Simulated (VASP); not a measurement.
A run of VASP 6.6.1 is set up as follows.

Contents of INCAR:

```
PREC = Accurate
ENCUT = 520
EDIFF = 1E-6
ISMEAR = 0
SIGMA = 0.1
LREAL = False
LASPH = True
NELM = 100
ALGO = Normal
ISIF = 2
LWAVE = False
LCHARG = False
NBANDS = 11
```

KPOINTS

```
regular mesh
0
Gamma
  14 14 14
```

POSCAR

```
Pt
1.0
    0.0000000000      1.9474302061      1.9474302061
    1.9474302061      0.0000000000      1.9474302061
    1.9474302061      1.9474302061      0.0000000000
Pt
1
Direct
    0.0000000000      0.0000000000      0.0000000000
```

Potentials or basis: VASP PAW LDA potentials, release 64 (Pt).

Run with:

```bash
$ cat potpaw_LDA.64/Pt/POTCAR > POTCAR
$ mpirun -np 1 vasp_std > vasp.out
```

Predict the pressure.

0.4 GPa.

What does it give for the band gap on the k mesh?

Zero (band 5 reaches 12.06 eV, above the bottom of band 6 at 9.75 eV).

Caveat: spin-orbit coupling is left out, which moves the levels of the heavy elements.
